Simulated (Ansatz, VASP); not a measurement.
# One calculation of Co, two programs

```xyz
1
Lattice="-1.3617 1.3617 1.3617 1.3617 -1.3617 1.3617 1.3617 1.3617 -1.3617" Properties=species:S:1:pos:R:3 pbc="T T T"
Co    0.0000    0.0000    0.0000
```

Alike in both runs: functional PBEsol; k mesh 28 × 28 × 28; occupations gaussian, width 0.1 eV; no spin polarisation.

Ansatz relaxed the structure, and its values are those at the end. VASP's run is a single point on that final structure, the one shown.

```csv
,VASP,Ansatz
version,VASP 6.6.1,Ansatz 0.2.0
potentials or method,"VASP PAW PBE potentials, release 64 (Co), cutoff 520 eV","scalar-relativistic, plane waves, PAW"
valence electrons in the cell,9,17
```

```tsv
	VASP	Ansatz	Ansatz less VASP
gap on the k mesh at the Fermi level (eV)	none	none	-
pressure (GPa)	-1.0	0.0	+1.02
```

VASP's potentials were made for PBE, not for PBEsol. A gap of «none» marks a metal or a gap that the smearing closes. With one functional, cell and mesh, what is left measures potentials, basis and numerics. VASP's potentials hold 9 valence electrons a cell and Ansatz's 17, so a difference there can come from the potentials and not from the codes.
